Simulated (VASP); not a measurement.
Set up this calculation in VASP 6.6.1, as the native input.

| Property | Result |
| --- | --- |
| Task | single point |
| Functional | PBE |
| Potentials or basis | VASP PAW PBE potentials, release 64 (Al, B, As) |
| Cutoff | 520 eV |
| k mesh | 6 × 6 × 2 |
| Occupations | gaussian, width 0.1 eV |
| Spin | no spin polarisation |
| Dipole correction | no |
| Further INCAR settings | ALGO = Normal; EDIFF = 1e-06; NBANDS = 19 |

The structure of Al3B2As lies in POSCAR:

```
Al3B2As
1.0
    2.8318555832      0.0000000000      0.0000000000
    0.0000000000      2.8318555832      0.0000000000
    0.0000000000      0.0000000000      9.8600086612
Al B As
3 2 1
Direct
    0.0000000000      0.0000000000      0.6429872895
    0.0000000000      0.0000000000      0.3671581097
    0.5000000000      0.5000000000      0.8584201506
    0.0000000000      0.0000000000     -0.0025380983
    0.5000000000      0.5000000000      0.4968514934
    0.5000000000      0.5000000000      0.1371200150
```

The cell was generated, and may not be a known phase.

These files were run (other wordings do the same):

INCAR

```
PREC = Accurate ; ENCUT = 520
EDIFF = 1E-6 ; ISMEAR = 0
SIGMA = 0.1 ; LREAL = F
LASPH = T ; NELM = 80
ALGO = Normal ; ISIF = 2
LWAVE = F ; LCHARG = F
GGA = PE ; NBANDS = 19
```

KPOINTS

```
regular mesh
0
Gamma
  6 6 2
```

Potentials or basis: VASP PAW PBE potentials, release 64 (Al, B, As).

Command:

```console
$ cat potpaw_PBE.64/Al/POTCAR potpaw_PBE.64/B/POTCAR potpaw_PBE.64/As/POTCAR > POTCAR
$ mpirun -np 1 vasp_std > vasp.out
```

It gave:

```
Pressure               : 0.0 GPa
Largest force          : 0.040 eV/Å
Band gap on the k mesh : zero (bands 10 and 11 overlap by 3.63 eV)
```

Caveat: the k points lie up to 0.37 Å⁻¹ apart, too coarse for converged energies and pressures of a metal.

It took 12 s on 1 thread of Intel(R) Xeon(R) 6975P-C (Granite Rapids), with other jobs on the host, peak memory 0.21 GiB.
